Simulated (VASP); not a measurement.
# SiC5 (F-43m) in VASP: relaxation of cell and atoms with PBE

Aim: the relaxation of cell and atoms of SiC5 with PBE.

Program: VASP 6.6.1. These are calculated values, not measurements. Logs are shortened: lines on timing, memory, paths and dates and some standing lists are left out, and cuts for length are marked.

### Step 1. The cell of the first run

The structure is cubic, space group F-43m (No. 216). The conventional cell has a = 7.083 Å, b = 7.083 Å, c = 7.083 Å, α = 90.00°, β = 90.00°, γ = 90.00°. Si (site symmetry -43m) has 16 C at 2.94 to 3.07 Å within 3.9 Å. Within 3.9 Å of C (site symmetry -43m) lie 12 C at 2.94 Å and 4 Si at 3.07 Å. C (site symmetry 3m) has 9 C at 2.50 to 2.94 Å and 3 Si at 2.94 Å within 3.3 Å.

The cell was generated, and may not be a known phase.

### Step 2. Relaxation of cell and atoms, PBE

INCAR

```
SYSTEM = SiC5
ALGO = Normal
EDIFF = 1E-7
EDIFFG = -0.04
ENCUT = 1300
GGA = PE
GGA_COMPAT = .FALSE.
IBRION = 2
ISIF = 3
ISMEAR = 0
LASPH = .TRUE.
LCHARG = .FALSE.
LREAL = .FALSE.
LWAVE = .FALSE.
NELM = 120
NELMIN = 4
NSW = 90
PREC = Accurate
SIGMA = 0.1
```

KPOINTS

```
k-points
0
G
  4 4 4
  0 0 0
```

POSCAR

```
SiC5
1.0
    0.0000000000      3.5414572600      3.5414572600
    3.5414572600      0.0000000000      3.5414572600
    3.5414572600      3.5414572600      0.0000000000
Si C
1 5
Direct
    0.0000000000      0.0000000000      0.0000000000
    0.7500000000      0.7500000000      0.7500000000
    0.3750000000      0.3750000000      0.8750000000
    0.3750000000      0.8750000000      0.3750000000
    0.8750000000      0.3750000000      0.3750000000
    0.3750000000      0.3750000000      0.3750000000
```

Potentials or basis: VASP PAW PBE potentials, release 64 (Si, C_h).

Command:

```
> cat potpaw_PBE.64/Si/POTCAR potpaw_PBE.64/C_h/POTCAR > POTCAR
> mpirun -np 1 vasp_std > vasp.out
```

OUTCAR:

```text
SYSTEM = SiC5
   EDIFF = 1E-7
   EDIFFG = -0.04
   ENCUT = 1300
   GGA = PE
   IBRION = 2
   ISIF = 3
   ISMEAR = 0
   LASPH = .TRUE.
   LREAL = .FALSE.
   NELM = 120
   NELMIN = 4
   NSW = 90
   PREC = Accurate

 ion  position               nearest neighbor table
   1  0.000  0.000  0.000-
   2  0.750  0.750  0.750-
   3  0.375  0.375  0.875-
   4  0.375  0.875  0.375-
   5  0.875  0.375  0.375-
   6  0.375  0.375  0.375-

  LATTYP: Found a face centered cubic cell.
 ALAT       =     7.0829145200

  Lattice vectors:

 A1 = (   0.0000000000,   3.5414572600,   3.5414572600)
 A2 = (   3.5414572600,   0.0000000000,   3.5414572600)
 A3 = (   3.5414572600,   3.5414572600,   0.0000000000)

Analysis of symmetry for initial positions (statically):
=====================================================================
 Subroutine PRICEL returns:
 Original cell was already a primitive cell.

 Routine SETGRP: Setting up the symmetry group for a
 face centered cubic supercell.

 Subroutine GETGRP returns: Found 24 space group operations
 (whereof 24 operations were pure point group operations)
 out of a pool of 48 trial point group operations.

The static configuration has the point symmetry T_d .

Analysis of symmetry for dynamics (positions and initial velocities):
=====================================================================
 Subroutine PRICEL returns:
 Original cell was already a primitive cell.

 Routine SETGRP: Setting up the symmetry group for a
 face centered cubic supercell.

 Subroutine GETGRP returns: Found 24 space group operations
 (whereof 24 operations were pure point group operations)
 out of a pool of 48 trial point group operations.

The dynamic configuration has the point symmetry T_d .

 Subroutine INISYM returns: Found 24 space group operations
 (whereof 24 operations are pure point group operations),
 and found     1 'primitive' translations

----------------------------------------------------------------------------------------

                                     Primitive cell

  volume of cell :      88.8333

  direct lattice vectors                    reciprocal lattice vectors
     0.000000000  3.541457260  3.541457260    -0.141184818  0.141184818  0.141184818
     3.541457260  0.000000000  3.541457260     0.141184818 -0.141184818  0.141184818
     3.541457260  3.541457260  0.000000000     0.141184818  0.141184818 -0.141184818

  length of vectors
     5.008376888  5.008376888  5.008376888     0.244539279  0.244539279  0.244539279

[... 54 lines left out ...]
   number of dos      NEDOS =    301   number of ions     NIONS =      6
   total plane-waves  NPLWV = 216000
   dimension x,y,z NGX =    60 NGY =   60 NGZ =   60
   dimension x,y,z NGXF=   120 NGYF=  120 NGZF=  120
   ions per type =               1   5
   NGX,Y,Z   is equivalent  to a cutoff of  19.92, 19.92, 19.92 a.u.
   NGXF,Y,Z  is equivalent  to a cutoff of  39.83, 39.83, 39.83 a.u.
 SYSTEM =  SiC5
   PREC   = accura    normal or accurate (medium, high low for compatibility)
   ISTART =      0    job   : 0-new  1-cont  2-samecut
   ICHARG =      2    charge: 1-file 2-atom 10-const
   ISPIN  =      1    spin polarized calculation?
   LNONCOLLINEAR =      F non collinear calculations
   LSORBIT =      F    spin-orbit coupling
   LASPH  =      T    aspherical Exc in radial PAW
   ENCUT  = 1300.0 eV  95.55 Ry    9.77 a.u.  14.72 14.72 14.72*2*pi/ulx,y,z
   NELM   =    120;   NELMIN=  4; NELMDL= -5     # of ELM steps
   EDIFF  = 0.1E-06   stopping-criterion for ELM
   LREAL  =      F    real-space projection
   EDIFFG = -.4E-01   stopping-criterion for IOM
   NSW    =     90    number of steps for IOM
   IBRION =      2    ionic relax: 0-MD 1-quasi-New 2-CG
   NFREE  =      1    steps in history (QN), initial steepest desc. (CG)
   ISIF   =      3    stress and relaxation
   ISYM   =      2    0-nonsym 1-usesym 2-fastsym
   POTIM  = 0.5000    time-step for ionic-motion
   TEBEG  =    0.0;   TEEND  =   0.0 temperature during run
   PSTRESS=    0.0 pullay stress
   NELECT =      24.0000    total number of electrons
   NUPDOWN=      -1.0000    fix difference up-down
   EMIN   =  10.00;   EMAX   =-10.00  energy-range for DOS
   EFERMI =   0.00;   METHOD = LEGACY
   ISMEAR =     0;   SIGMA  =   0.10  broadening in eV -4-tet -1-fermi 0-gaus
   EFERMI_NEDOS =   21; number of points for ismear=-14 and -15
   IALGO  =     38    algorithm
   IMIX   =      4    mixing-type and parameters
     AMIX     =   0.40;   BMIX     =  1.00
     AMIX_MAG =   1.60;   BMIX_MAG =  1.00
  volume/ion in A,a.u.               =      14.81        99.91
  Fermi-wavevector in a.u.,A,eV,Ry     =   1.058327  1.999948 15.239290  1.120056
  Thomas-Fermi vector in A             =   2.193632
   LORBIT       =      0    0 simple, 1 ext, 2 COOP (PROOUT), +10 PAW based schemes
   GGA     = PE    functional components
   LHFCALC =     F    Hartree Fock is set to
   AEXX    =    0.0000 exact exchange contribution
   IVDW    =     0    specifies the selected vdW correction
   LEPSILON=     F    determine dielectric tensor
   LRPA    =     F    only Hartree local field effects (RPA)
 conjugate gradient relaxation of ions
 non-spin polarized calculation
 Gauss-broadening in eV      SIGMA  =   0.10
  energy-cutoff  :     1300.00
  volume of cell :       88.83
 maximum number of plane-waves:      9488
 NGX is ok and might be reduce to    60
   NGX = 29   NGY = 29   NGZ = 29

--------------------------------------- Ionic step        1  -------------------------------------------

 number of electron      24.0000000 magnetization

 Free energy of the ion-electron system (eV)
  ---------------------------------------------------
  ext. energy  EPLUGINS =         0.00000000
  ---------------------------------------------------
  free energy    TOTEN  =       -23.69784626 eV

  energy without entropy =      -23.67692439  energy(sigma->0) =      -23.68738532

 E-fermi :   2.7781     XC(G=0):  -9.8486

 val. band max:        2.7700337311   @ k =   0.5000   0.0000   0.0000
 cond. band min:       2.8855648892   @ k =  -0.2500   0.2500   0.0000
 fundamental gap:      0.1155311581
 Fermi energy:         2.7781229045
[... 413 lines left out ...]
      3      -1.1496      2.00000
      4      -0.5305      2.00000
      5       6.2574      2.00000
      6       6.4850      2.00000
[... 8 lines left out ...]
     15      18.0340      0.00000
     16      18.6519      0.00000

[... ionic steps 4 to 25 ...]

--------------------------------------- Ionic step       26  -------------------------------------------

 number of electron      24.0000000 magnetization

------------------------ aborting loop because EDIFF is reached ----------------------------------------
[... 75 lines left out ...]
--------------------------------------- Ionic step       28  -------------------------------------------

 number of electron      24.0000000 magnetization

 Free energy of the ion-electron system (eV)
  ---------------------------------------------------
  ext. energy  EPLUGINS =         0.00000000
  ---------------------------------------------------
  free energy    TOTEN  =       -32.06260879 eV

  energy without entropy =      -32.03993901  energy(sigma->0) =      -32.05127390

 E-fermi :   6.3590     XC(G=0): -11.4822

 val. band max:        6.3577524064   @ k =   0.5000   0.5000   0.0000
 cond. band min:       6.3603008927   @ k =   0.0000   0.0000   0.0000
 fundamental gap:      0.0025484863
 Fermi energy:         6.3589527886
[... 183 lines left out ...]
  FREE ENERGIE OF THE ION-ELECTRON SYSTEM (eV)
  ---------------------------------------------------
  free  energy   TOTEN  =       -32.0626087901 eV

  energy  without entropy=      -32.0399390104  energy(sigma->0) =      -32.05127390

 reached required accuracy - stopping structural energy minimisation
```

Run time: 14 min. Hardware: 1 thread of AMD EPYC 9R45 (Zen 5), shared host; peak memory 0.51 GiB.

Results:

- Free energy: -32.0626 eV
- Relaxed volume: 9.53 Å³/atom
- Relaxed cell: a = 4.324 Å, b = 4.324 Å, c = 4.324 Å, α = 60.00°, β = 60.00°, γ = 60.00°
- Space group after relaxing (to 0.1 Å): F-43m (No. 216)
- Pressure after relaxing: 0.0 GPa
- Band gap on the k mesh: zero (bands 12 and 13 overlap by 0.04 eV)

Final structure:
```
CELL_PARAMETERS angstrom
0.00000 3.05768 3.05768
3.05768 0.00000 3.05768
3.05768 3.05768 0.00000
ATOMIC_POSITIONS crystal
Si 0.00000 0.00000 0.00000
C 0.75000 0.75000 0.75000
C 0.40933 0.40933 0.77202
C 0.40933 0.77202 0.40933
C 0.77202 0.40933 0.40933
C 0.40933 0.40933 0.40933
```

Caveat: the k points lie up to 0.44 Å⁻¹ apart in the final cell; the volume moved by over 15 % at a fixed basis, so the end points are rough; semilocal functionals underestimate gaps, and a narrow one can read as zero.
